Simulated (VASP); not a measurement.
# Os3RuC3 (Pm-3m) in VASP: relaxation of cell and atoms with PBE

Aim: the relaxation of cell and atoms of Os3RuC3 with PBE.

Program: VASP 6.6.1. These are calculated values, not measurements. Logs are shortened: lines on timing, memory, paths and dates and some standing lists are left out, and cuts for length are marked.

## 1. The cell of the first run

The structure is cubic, space group Pm-3m (No. 221). The conventional cell has a = 4.381 Å, b = 4.381 Å, c = 4.381 Å, α = 90.00°, β = 90.00°, γ = 90.00°. Ru (site symmetry m-3m) has 6 C at 2.19 Å within 2.9 Å. Os (site symmetry 4/mmm) has 4 C at 2.19 Å within 2.9 Å. C (site symmetry 4/mmm) has 2 Ru at 2.19 Å and 4 Os at 2.19 Å within 2.9 Å.

The cell was generated, and may not be a known phase.

## 2. Relaxation of cell and atoms, PBE

INCAR

```
SYSTEM = Os3RuC3
PREC = Accurate
ENCUT = 700
EDIFF = 1E-7
ISMEAR = 0
SIGMA = 0.1
LREAL = .False.
LASPH = .True.
NELM = 120
ALGO = Normal
ISIF = 3
LWAVE = .False.
LCHARG = .False.
GGA = PE
IBRION = 2
NSW = 90
EDIFFG = -0.04
GGA_COMPAT = .False.
NELMIN = 4
```

KPOINTS

```
Automatic mesh
0
Gamma
  4 4 4
  0 0 0
```

POSCAR

```
Os3RuC3
1.0
    4.3808771400      0.0000000000      0.0000000000
    0.0000000000      4.3808771400      0.0000000000
    0.0000000000      0.0000000000      4.3808771400
Ru Os C
1 3 3
Direct
    0.5000000000      0.5000000000      0.5000000000
    0.0000000000      0.5000000000      0.0000000000
    0.0000000000      0.0000000000      0.5000000000
    0.5000000000      0.0000000000      0.0000000000
    0.5000000000      0.0000000000      0.5000000000
    0.5000000000      0.5000000000      0.0000000000
    0.0000000000      0.5000000000      0.5000000000
```

Potentials or basis: VASP PAW PBE potentials, release 64 (Ru_sv, Os_sv_GW, C).

Command:

```
$ cat potpaw_PBE.64/Ru_sv/POTCAR potpaw_PBE.64/Os_sv_GW/POTCAR potpaw_PBE.64/C/POTCAR > POTCAR
$ mpirun -np 1 vasp_std > vasp.out
```

OUTCAR:

```text
SYSTEM = Os3RuC3
   PREC = Accurate
   ENCUT = 700
   EDIFF = 1E-7
   ISMEAR = 0
   LREAL = .False.
   LASPH = .True.
   NELM = 120
   ISIF = 3
   GGA = PE
   IBRION = 2
   NSW = 90
   EDIFFG = -0.04
   NELMIN = 4

 ion  position               nearest neighbor table
   1  0.500  0.500  0.500-   5 2.19   6 2.19   7 2.19   6 2.19   5 2.19   7 2.19
   2  0.000  0.500  0.000-   6 2.19   7 2.19   7 2.19   6 2.19   3 3.10   3 3.10   3 3.10   4 3.10
                             3 3.10   4 3.10   4 3.10   4 3.10
   3  0.000  0.000  0.500-   5 2.19   7 2.19   7 2.19   5 2.19   2 3.10   4 3.10   2 3.10   2 3.10
                             2 3.10   4 3.10   4 3.10   4 3.10
   4  0.500  0.000  0.000-   5 2.19   6 2.19   5 2.19   6 2.19   3 3.10   2 3.10   2 3.10   3 3.10
                             2 3.10   3 3.10   3 3.10   2 3.10
   5  0.500  0.000  0.500-   1 2.19   3 2.19   4 2.19   4 2.19   1 2.19   3 2.19
   6  0.500  0.500  0.000-   1 2.19   2 2.19   4 2.19   1 2.19   4 2.19   2 2.19
   7  0.000  0.500  0.500-   1 2.19   2 2.19   3 2.19   2 2.19   3 2.19   1 2.19

  LATTYP: Found a simple cubic cell.
 ALAT       =     4.3808771400

  Lattice vectors:

 A1 = (   4.3808771400,   0.0000000000,   0.0000000000)
 A2 = (   0.0000000000,   4.3808771400,   0.0000000000)
 A3 = (   0.0000000000,   0.0000000000,   4.3808771400)

Analysis of symmetry for initial positions (statically):
=====================================================================
 Subroutine PRICEL returns:
 Original cell was already a primitive cell.

 Routine SETGRP: Setting up the symmetry group for a
 simple cubic supercell.

 Subroutine GETGRP returns: Found 48 space group operations
 (whereof 48 operations were pure point group operations)
 out of a pool of 48 trial point group operations.

The static configuration has the point symmetry O_h .

Analysis of symmetry for dynamics (positions and initial velocities):
=====================================================================
 Subroutine PRICEL returns:
 Original cell was already a primitive cell.

 Routine SETGRP: Setting up the symmetry group for a
 simple cubic supercell.

 Subroutine GETGRP returns: Found 48 space group operations
 (whereof 48 operations were pure point group operations)
 out of a pool of 48 trial point group operations.

The dynamic configuration has the point symmetry O_h .

 Subroutine INISYM returns: Found 48 space group operations
 (whereof 48 operations are pure point group operations),
 and found     1 'primitive' translations

----------------------------------------------------------------------------------------

                                     Primitive cell

  volume of cell :      84.0782

  direct lattice vectors                    reciprocal lattice vectors
     4.380877140  0.000000000  0.000000000     0.228264790  0.000000000  0.000000000
     0.000000000  4.380877140  0.000000000     0.000000000  0.228264790  0.000000000
     0.000000000  0.000000000  4.380877140     0.000000000  0.000000000  0.228264790

  length of vectors
     4.380877140  4.380877140  4.380877140     0.228264790  0.228264790  0.228264790

  position of ions in fractional coordinates (direct lattice)
     0.500000000  0.500000000  0.500000000
     0.000000000  0.500000000  0.000000000
     0.000000000  0.000000000  0.500000000
     0.500000000  0.000000000  0.000000000
     0.500000000  0.000000000  0.500000000
     0.500000000  0.500000000  0.000000000
     0.000000000  0.500000000  0.500000000

  ion indices of the primitive-cell ions
   primitive index   ion index
                 1           1
                 2           2
                 3           3
                 4           4
                 5           5
                 6           6
                 7           7

----------------------------------------------------------------------------------------

 KPOINTS: Automatic mesh

Automatic generation of k-mesh.
 Grid dimensions read from file:
 generate k-points for:    4    4    4

 Generating k-lattice:

  Cartesian coordinates                     Fractional coordinates (reciprocal lattice)
     0.057066197  0.000000000  0.000000000     0.250000000  0.000000000  0.000000000
     0.000000000  0.057066197  0.000000000     0.000000000  0.250000000  0.000000000
     0.000000000  0.000000000  0.057066197     0.000000000  0.000000000  0.250000000

  Length of vectors
     0.057066197  0.057066197  0.057066197

  Shift w.r.t. Gamma in fractional coordinates (k-lattice)
     0.000000000  0.000000000  0.000000000

 Subroutine IBZKPT returns following result:
 ===========================================

 Found     10 irreducible k-points:

 Following reciprocal coordinates:
            Coordinates               Weight
  0.000000  0.000000  0.000000      1.000000
  0.250000  0.000000  0.000000      6.000000
  0.500000  0.000000  0.000000      3.000000
  0.250000  0.250000  0.000000     12.000000
  0.500000  0.250000  0.000000     12.000000
  0.500000  0.500000  0.000000      3.000000
  0.250000  0.250000  0.250000      8.000000
  0.500000  0.250000  0.250000     12.000000
  0.500000  0.500000  0.250000      6.000000
  0.500000  0.500000  0.500000      1.000000
   k-points           NKPTS =     10   k-points in BZ     NKDIM =     10   number of bands    NBANDS=     45
   number of dos      NEDOS =    301   number of ions     NIONS =      7
   total plane-waves  NPLWV =  64000
   dimension x,y,z NGX =    40 NGY =   40 NGZ =   40
   dimension x,y,z NGXF=    80 NGYF=   80 NGZF=   80
   ions per type =               1   3   3
   NGX,Y,Z   is equivalent  to a cutoff of  15.18, 15.18, 15.18 a.u.
   NGXF,Y,Z  is equivalent  to a cutoff of  30.36, 30.36, 30.36 a.u.
 SYSTEM =  Os3RuC3
   PREC   = accura    normal or accurate (medium, high low for compatibility)
   ISTART =      0    job   : 0-new  1-cont  2-samecut
   ICHARG =      2    charge: 1-file 2-atom 10-const
   ISPIN  =      1    spin polarized calculation?
   LNONCOLLINEAR =      F non collinear calculations
   LSORBIT =      F    spin-orbit coupling
   LASPH  =      T    aspherical Exc in radial PAW
   ENCUT  =  700.0 eV  51.45 Ry    7.17 a.u.   9.45  9.45  9.45*2*pi/ulx,y,z
   NELM   =    120;   NELMIN=  4; NELMDL= -5     # of ELM steps
   EDIFF  = 0.1E-06   stopping-criterion for ELM
   LREAL  =      F    real-space projection
   EDIFFG = -.4E-01   stopping-criterion for IOM
   NSW    =     90    number of steps for IOM
   IBRION =      2    ionic relax: 0-MD 1-quasi-New 2-CG
   NFREE  =      1    steps in history (QN), initial steepest desc. (CG)
   ISIF   =      3    stress and relaxation
   ISYM   =      2    0-nonsym 1-usesym 2-fastsym
   POTIM  = 0.5000    time-step for ionic-motion
   TEBEG  =    0.0;   TEEND  =   0.0 temperature during run
   PSTRESS=    0.0 pullay stress
   NELECT =      76.0000    total number of electrons
   NUPDOWN=      -1.0000    fix difference up-down
   EMIN   =  10.00;   EMAX   =-10.00  energy-range for DOS
   EFERMI =   0.00;   METHOD = LEGACY
   ISMEAR =     0;   SIGMA  =   0.10  broadening in eV -4-tet -1-fermi 0-gaus
   EFERMI_NEDOS =   21; number of points for ismear=-14 and -15
   IALGO  =     38    algorithm
   IMIX   =      4    mixing-type and parameters
     AMIX     =   0.40;   BMIX     =  1.00
     AMIX_MAG =   1.60;   BMIX_MAG =  1.00
  volume/ion in A,a.u.               =      12.01        81.06
  Fermi-wavevector in a.u.,A,eV,Ry     =   1.582893  2.991234 34.090091  2.505551
  Thomas-Fermi vector in A             =   2.682747
   LORBIT       =      0    0 simple, 1 ext, 2 COOP (PROOUT), +10 PAW based schemes
   GGA     = PE    functional components
   LHFCALC =     F    Hartree Fock is set to
   AEXX    =    0.0000 exact exchange contribution
   IVDW    =     0    specifies the selected vdW correction
   LEPSILON=     F    determine dielectric tensor
   LRPA    =     F    only Hartree local field effects (RPA)
 conjugate gradient relaxation of ions
 non-spin polarized calculation
 Gauss-broadening in eV      SIGMA  =   0.10
  energy-cutoff  :      700.00
  volume of cell :       84.08
 maximum number of plane-waves:      3575
 NGX is ok and might be reduce to    40
   NGX = 19   NGY = 19   NGZ = 19

--------------------------------------- Ionic step        1  -------------------------------------------

 number of electron      75.9999994 magnetization

 Free energy of the ion-electron system (eV)
  ---------------------------------------------------
  ext. energy  EPLUGINS =         0.00000000
  ---------------------------------------------------
  free energy    TOTEN  =       -66.18519524 eV

  energy without entropy =      -66.12067239  energy(sigma->0) =      -66.15293381

------------------------ aborting loop because EDIFF is reached ----------------------------------------

  FORCE on cell =-STRESS in cart. coord.  units (eV):
  Direction    XX          YY          ZZ          XY          YZ          ZX
  --------------------------------------------------------------------------------------
  -------------------------------------------------------------------------------------
  Total      -13.5253429    -13.5253429    -13.5253429     -0.0000000      0.0000000     -0.0000000
  in kB     -257.7363329   -257.7363329   -257.7363329     -0.0000000      0.0000000     -0.0000000
  external PRESSURE =    -257.7363329 kB  Pullay stress =       0.0000000 kB

 VOLUME and BASIS-vectors are now :
 -----------------------------------------------------------------------------
  energy-cutoff  :      700.00
  volume of cell :       84.08
      direct lattice vectors                 reciprocal lattice vectors
     4.380877140  0.000000000  0.000000000     0.228264790  0.000000000  0.000000000
     0.000000000  4.380877140  0.000000000     0.000000000  0.228264790  0.000000000
     0.000000000  0.000000000  4.380877140     0.000000000  0.000000000  0.228264790
[... 83 lines left out ...]
 POSITION                                       TOTAL-FORCE (eV/Angst)
 -----------------------------------------------------------------------------------
      2.12870      2.12870      2.12870        -0.000000      0.000000      0.000000
     -0.00000      2.12870      0.00000         0.000000     -0.000000      0.000000
      0.00000      0.00000      2.12870         0.000000      0.000000      0.000000
      2.12870      0.00000     -0.00000         0.000000     -0.000000      0.000000
      2.12870      0.00000      2.12870         0.000000      0.000000      0.000000
      2.12870      2.12870     -0.00000         0.000000     -0.000000      0.000000
     -0.00000      2.12870      2.12870        -0.000000      0.000000      0.000000
 -----------------------------------------------------------------------------------
    total drift:                                0.000000      0.000000     -0.000000

  FREE ENERGIE OF THE ION-ELECTRON SYSTEM (eV)
  ---------------------------------------------------
  free  energy   TOTEN  =       -66.8320351208 eV

  energy  without entropy=      -66.7705103910  energy(sigma->0) =      -66.80127276

--------------------------------------- Ionic step        4  -------------------------------------------

 number of electron      76.0000003 magnetization

 Free energy of the ion-electron system (eV)
  ---------------------------------------------------
  ext. energy  EPLUGINS =         0.00000000
  ---------------------------------------------------
  free energy    TOTEN  =       -66.83533515 eV

  energy without entropy =      -66.77398012  energy(sigma->0) =      -66.80465764

 E-fermi :  12.5420     XC(G=0): -13.8893

 val. band max:       12.5297228291   @ k =   0.5000   0.2500   0.2500
 cond. band min:      12.5566131800   @ k =   0.2500   0.2500   0.2500
 fundamental gap:      0.0268903509
 Fermi energy:        12.5419542561

 k-point     1 :       0.0000    0.0000    0.0000
  band No.  band energies     occupation
      1     -74.2400      2.00000
      2     -74.2167      2.00000
      3     -74.2167      2.00000
      4     -60.6361      2.00000
      5     -33.7982      2.00000
      6     -33.7982      2.00000
[... 491 lines left out ...]
 POSITION                                       TOTAL-FORCE (eV/Angst)
 -----------------------------------------------------------------------------------
      2.12523      2.12523      2.12523        -0.000000      0.000000      0.000000
     -0.00000      2.12523      0.00000         0.000000     -0.000000      0.000000
      0.00000      0.00000      2.12523         0.000000      0.000000      0.000000
      2.12523      0.00000     -0.00000         0.000000     -0.000000      0.000000
      2.12523      0.00000      2.12523         0.000000     -0.000000      0.000000
      2.12523      2.12523     -0.00000         0.000000     -0.000000      0.000000
     -0.00000      2.12523      2.12523        -0.000000     -0.000000      0.000000
 -----------------------------------------------------------------------------------
    total drift:                                0.000000      0.000000     -0.000000

  FREE ENERGIE OF THE ION-ELECTRON SYSTEM (eV)
  ---------------------------------------------------
  free  energy   TOTEN  =       -66.8353351536 eV

  energy  without entropy=      -66.7739801213  energy(sigma->0) =      -66.80465764

 reached required accuracy - stopping structural energy minimisation
```

It took 3.8 min on 1 thread of AMD EPYC 9R14 (Zen 4), shared host; peak memory 0.25 GiB.

What came out:

| Property | Result |
| --- | --- |
| Free energy | -66.8353 eV |
| Relaxed volume | 10.97 Å³/atom |
| Relaxed cell | a = 4.250 Å, b = 4.250 Å, c = 4.250 Å, α = 90.00°, β = 90.00°, γ = 90.00° |
| Space group after relaxing (to 0.1 Å) | Pm-3m (No. 221) |
| Energy gained by relaxing | 92.9 meV/atom |
| Ionic steps | 4 |
| Pressure after relaxing | -0.6 GPa |
| Band gap on the k mesh | zero (bands 38 and 39 overlap by 0.46 eV) |

The path:
```
step  energy change (eV)  largest force (eV/Å)  pressure (GPa)  volume (Å³)
   1              0.0000                0.0000          -25.77        84.08
   2              3.3328                0.0000          109.88        62.69
   3             -0.6468                0.0000           -2.23        77.17
   4             -0.6501                0.0000           -0.57        76.79
```

Final structure:
```
CELL_PARAMETERS angstrom
4.25046 0.00000 0.00000
0.00000 4.25046 0.00000
0.00000 0.00000 4.25046
ATOMIC_POSITIONS crystal
Ru 0.50000 0.50000 0.50000
Os 0.00000 0.50000 0.00000
Os 0.00000 0.00000 0.50000
Os 0.50000 0.00000 0.00000
C 0.50000 0.00000 0.50000
C 0.50000 0.50000 0.00000
C 0.00000 0.50000 0.50000
```

Caveat: spin-orbit coupling is left out, which moves the levels of the heavy elements.

The gap in the log of VASP goes by the Fermi energy; the results here count the filled bands.